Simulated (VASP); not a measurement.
# TaN (NiAs type) (P6_3/mmc) in VASP: notebook, part 2 of 2

VASP 6.6.1. The steps go on from the part before.

## Step 3: Single point, PBE

This run uses another cell than the first one, of 10.25 Å³/atom, 1.068 times its volume.

File INCAR:

```
SYSTEM = TaN
PREC = Accurate ; ENCUT = 520
EDIFF = 1E-7 ; ISMEAR = -1
SIGMA = 0.08 ; LREAL = .False.
LASPH = .True. ; NELM = 100
ALGO = Normal ; ISIF = 2
LWAVE = .False. ; LCHARG = .True.
GGA = PE ; LELF = .True.
LVHAR = .True. ; NBANDS = 24
```

File KPOINTS:

```
regular mesh
0
Gamma
  11 11 6
  0 0 0
```

File POSCAR:

```
TaN
1.0
    2.8530952609      0.0000000000      0.0000000000
   -1.4265476304      2.4708529754      0.0000000000
    0.0000000000      0.0000000000      5.8138457785
Ta N
2 2
Direct
    0.0000000000      0.0000000000      0.0000000000
    0.0000000000      0.0000000000      0.5000000000
    0.3333333333      0.6666666667      0.2500000000
    0.6666666667      0.3333333333      0.7500000000
```

Potentials or basis: VASP PAW PBE potentials, release 64 (Ta_pv, N).

Run with:

```bash
cat potpaw_PBE.64/Ta_pv/POTCAR potpaw_PBE.64/N/POTCAR > POTCAR
mpirun -np 1 vasp_std > vasp.out
```

OUTCAR:

```text
SYSTEM = TaN
   PREC = Accurate
   ENCUT = 520
   EDIFF = 1E-7
   ISMEAR = -1
   LREAL = .False.
   LASPH = .True.
   NELM = 100
   ISIF = 2
   GGA = PE

 ion  position               nearest neighbor table
   1  0.000  0.000  0.000-   3 2.20   4 2.20   4 2.20   3 2.20   4 2.20   3 2.20   2 2.91   2 2.91

   2  0.000  0.000  0.500-   3 2.20   4 2.20   4 2.20   3 2.20   4 2.20   3 2.20   1 2.91   1 2.91

   3  0.333  0.667  0.250-   1 2.20   2 2.20   1 2.20   2 2.20   1 2.20   2 2.20
   4  0.667  0.333  0.750-   1 2.20   2 2.20   1 2.20   2 2.20   1 2.20   2 2.20

  LATTYP: Found a hexagonal cell.
 ALAT       =     2.8530952609
 C/A-ratio  =     2.0377327943

  Lattice vectors:

 A1 = (   2.8530952609,   0.0000000000,   0.0000000000)
 A2 = (  -1.4265476304,   2.4708529754,   0.0000000000)
 A3 = (   0.0000000000,   0.0000000000,   5.8138457785)

Analysis of symmetry for initial positions (statically):
=====================================================================
 Subroutine PRICEL returns:
 Original cell was already a primitive cell.

 Routine SETGRP: Setting up the symmetry group for a
 hexagonal supercell.

 Subroutine GETGRP returns: Found 24 space group operations
 (whereof 12 operations were pure point group operations)
 out of a pool of 24 trial point group operations.

The static configuration has the point symmetry D_3d.
 The point group associated with its full space group is D_6h.

Analysis of symmetry for dynamics (positions and initial velocities):
=====================================================================
 Subroutine PRICEL returns:
 Original cell was already a primitive cell.

 Routine SETGRP: Setting up the symmetry group for a
 hexagonal supercell.

 Subroutine GETGRP returns: Found 24 space group operations
 (whereof 12 operations were pure point group operations)
 out of a pool of 24 trial point group operations.

[... 115 lines left out ...]
   PSTRESS=    0.0 pullay stress
   NELECT =      32.0000    total number of electrons
   NUPDOWN=      -1.0000    fix difference up-down
   EMIN   =  10.00;   EMAX   =-10.00  energy-range for DOS
   EFERMI =   0.00;   METHOD = LEGACY
   ISMEAR =    -1;   SIGMA  =   0.08  broadening in eV -4-tet -1-fermi 0-gaus
   EFERMI_NEDOS =   21; number of points for ismear=-14 and -15
   IALGO  =     38    algorithm
   IMIX   =      4    mixing-type and parameters
     AMIX     =   0.40;   BMIX     =  1.00
     AMIX_MAG =   1.60;   BMIX_MAG =  1.00
  volume/ion in A,a.u.               =      10.25        69.15
  Fermi-wavevector in a.u.,A,eV,Ry     =   1.507472  2.848709 30.918857  2.272472
  Thomas-Fermi vector in A             =   2.618054
   LORBIT       =      0    0 simple, 1 ext, 2 COOP (PROOUT), +10 PAW based schemes
   GGA     = PE    functional components
   LHFCALC =     F    Hartree Fock is set to
   AEXX    =    0.0000 exact exchange contribution
   IVDW    =     0    specifies the selected vdW correction
   LEPSILON=     F    determine dielectric tensor
   LRPA    =     F    only Hartree local field effects (RPA)
 non-spin polarized calculation
  energy-cutoff  :      520.00
  volume of cell :       40.99
 maximum number of plane-waves:      1122
 NGX is ok and might be reduce to    24

 number of electron      31.9999996 magnetization

 Free energy of the ion-electron system (eV)
  ---------------------------------------------------
  ext. energy  EPLUGINS =         0.00000000
  ---------------------------------------------------
  free energy    TOTEN  =       -43.83767680 eV

  energy without entropy =      -43.81537754  energy(sigma->0) =      -43.82652717

 E-fermi :   8.8109     XC(G=0): -13.6291

 val. band max:        8.7893944028   @ k =   0.0909   0.0000   0.1667
 cond. band min:       8.8587636760   @ k =   0.0909   0.0000   0.0000
 fundamental gap:      0.0693692732
 Fermi energy:         8.8109293620

 k-point     1 :       0.0000    0.0000    0.0000
  band No.  band energies     occupation
      1     -26.8355      2.00000
      2     -25.9208      2.00000
      3     -25.5987      2.00000
      4     -25.5987      2.00000
      5     -25.5247      2.00000
      6     -25.5247      2.00000
[... 637 lines left out ...]
     23      14.5619      0.00000
     24      15.5184      0.00000

 [... further k-points ...]
[... 5 lines left out ...]
  --------------------------------------------------------------------------------------
  -------------------------------------------------------------------------------------
  Total        6.1259849      6.1259849      6.1671575      0.0000000      0.0000000      0.0000000
  in kB      239.4747997    239.4747997    241.0843051      0.0000000      0.0000000      0.0000000
  external PRESSURE =     240.0113015 kB  Pullay stress =       0.0000000 kB

 VOLUME and BASIS-vectors are now :
 -----------------------------------------------------------------------------
  energy-cutoff  :      520.00
  volume of cell :       40.99
      direct lattice vectors                 reciprocal lattice vectors
     2.853095261  0.000000000  0.000000000     0.350496534  0.202359268  0.000000000
    -1.426547630  2.470852975  0.000000000     0.000000000  0.404718536  0.000000000
     0.000000000  0.000000000  5.813845779     0.000000000  0.000000000  0.172003187

 POSITION                                       TOTAL-FORCE (eV/Angst)
 -----------------------------------------------------------------------------------
      0.00000      0.00000      0.00000         0.000000      0.000000     -0.000000
      0.00000      0.00000      2.90692         0.000000      0.000000     -0.000000
     -0.00000      1.64724      1.45346         0.000000      0.000000      0.000000
      1.42655      0.82362      4.36038        -0.000000     -0.000000      0.000000
 -----------------------------------------------------------------------------------
    total drift:                               -0.000000      0.000000      0.000000

  FREE ENERGIE OF THE ION-ELECTRON SYSTEM (eV)
  ---------------------------------------------------
  free  energy   TOTEN  =       -43.8376768021 eV

  energy  without entropy=      -43.8153775361  energy(sigma->0) =      -43.82652717
```

OSZICAR:

```text
N       E                     dE             d eps       ncg     rms          rms(c)
DAV:   1     0.268004905116E+03    0.26800E+03   -0.17408E+04  3072   0.142E+03
DAV:   2    -0.357591938092E+02   -0.30376E+03   -0.28920E+03  3728   0.411E+02
DAV:   3    -0.489448428403E+02   -0.13186E+02   -0.13022E+02  3840   0.837E+01
DAV:   4    -0.490953442556E+02   -0.15050E+00   -0.15014E+00  3520   0.930E+00
DAV:   5    -0.490972950895E+02   -0.19508E-02   -0.19500E-02  3880   0.877E-01    0.361E+01
DAV:   6    -0.440264718202E+02    0.50708E+01   -0.18335E+01  3792   0.307E+01    0.157E+01
DAV:   7    -0.438867322153E+02    0.13974E+00   -0.12641E+00  3584   0.781E+00    0.964E+00
DAV:   8    -0.438443563809E+02    0.42376E-01   -0.17605E-01  3776   0.326E+00    0.145E+00
DAV:   9    -0.438377966470E+02    0.65597E-02   -0.18706E-02  3760   0.851E-01    0.193E-01
DAV:  10    -0.438377829227E+02    0.13724E-04   -0.14284E-03  3736   0.358E-01    0.123E-01
DAV:  11    -0.438376756375E+02    0.10729E-03   -0.28858E-04  3760   0.122E-01    0.707E-03
DAV:  12    -0.438376772991E+02   -0.16616E-05   -0.18345E-05  3448   0.320E-02    0.428E-03
DAV:  13    -0.438376770070E+02    0.29213E-06   -0.28539E-07  3552   0.392E-03    0.235E-03
DAV:  14    -0.438376767993E+02    0.20768E-06   -0.45615E-08  1960   0.204E-03    0.714E-04
DAV:  15    -0.438376768021E+02   -0.28585E-08   -0.78918E-09  1936   0.855E-04
   1 F= -.43837677E+02 E0= -.43826527E+02  d E =-.222993E-01
```

It took 61 s on 1 thread of Intel Xeon 6975P-C, shared host; peak memory 0.21 GiB.

Results:

```yaml
Free_energy: -43.8377 eV
Pressure: 24.0 GPa
Band_gap_on_the_k_mesh: zero (band 16 reaches 9.44 eV, above the bottom of band 17 at 8.27 eV)
```

Caveat: spin-orbit coupling is left out, which moves the levels of the heavy elements.

## Step 4: Single point, PBE

File INCAR:

```
PREC = Accurate
ENCUT = 520
EDIFF = 1E-6
ISMEAR = -1
SIGMA = 0.08
LREAL = False
LASPH = True
NELM = 100
ALGO = Normal
ISIF = 2
LWAVE = False
LCHARG = True
GGA = PE
LELF = True
LVHAR = True
NBANDS = 24
```

File KPOINTS:

```
Automatic mesh
0
Gamma
  11 11 6
```

POSCAR is that of step 3.

Run with:

```bash
cat potpaw_PBE.64/Ta_pv/POTCAR potpaw_PBE.64/N/POTCAR > POTCAR
mpirun -np 1 vasp_std > vasp.out
```

Run time: 52 s. Hardware: 1 thread of Intel Xeon 6975P-C, shared host; peak memory 0.21 GiB.

It converged, with:

- Free energy: -43.8377 eV
- Pressure: 24.0 GPa
- Band gap on the k mesh: zero (band 16 reaches 9.44 eV, above the bottom of band 17 at 8.27 eV)

Stress tensor (GPa, compression positive):
```
23.94  0.00  0.00
 0.00 23.94  0.00
 0.00  0.00 24.10
```

Levels at points of the mesh, in eV from the Fermi level:
```tsv
k point	band 13	band 14	band 15	band 16	band 17	band 18	band 19	band 20
(0.00, 0.00, 0.00)	-3.63	-2.06	-2.06	-0.28	-0.28	0.61	0.61	2.43
(0.00, 0.00, 0.50)	-4.05	-4.05	-0.77	-0.77	1.06	1.06	1.06	1.06
```

Caveat: spin-orbit coupling is left out, which moves the levels of the heavy elements.
